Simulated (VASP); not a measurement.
A run of VASP 6.6.1:

Contents of INCAR:

```
SYSTEM = Ta2N
PREC = Accurate
ENCUT = 520
EDIFF = 1E-6
ISMEAR = 0
SIGMA = 0.15
LREAL = .False.
LASPH = .True.
NELM = 100
ALGO = Normal
ISIF = 2
LWAVE = .False.
LCHARG = .False.
GGA = CA
NBANDS = 50
```

KPOINTS

```
regular mesh
0
Gamma
  9 9 8
  0 0 0
```

The input POSCAR:

```
Ta2N
1.0
    5.1945250684      0.0000000000      0.0000000000
   -2.5972625342      4.4985906699      0.0000000000
    0.0000000000      0.0000000000      4.9483045802
Ta N
6 3
Direct
    0.6430231761      0.6430231761      0.7526041962
    0.0000000000      0.3569768239      0.7526041962
    0.3569768239      0.0000000000      0.7526041962
    0.3569768239      0.3569768239      0.2473958038
    0.0000000000      0.6430231761      0.2473958038
    0.6430231761      0.0000000000      0.2473958038
    0.6666666667      0.3333333333      0.5000000000
    0.3333333333      0.6666666667      0.5000000000
    0.0000000000      0.0000000000      0.0000000000
```

Potentials or basis: VASP PAW LDA potentials, release 64 (Ta_pv, N).

Command:

```bash
$ cat potpaw_LDA.64/Ta_pv/POTCAR potpaw_LDA.64/N/POTCAR > POTCAR
$ mpirun -np 1 vasp_std > vasp.out
```

Hardware: 1 thread of Oxide Virtual Turin-like Processor, with other jobs on the host.

Problem. How long does it take, and how much memory?

Solution. Wall time 12 min on 1 thread of Oxide Virtual Turin-like Processor (shared host), peak memory 0.4 GiB. Counts: scf iterations 15, k points 81.
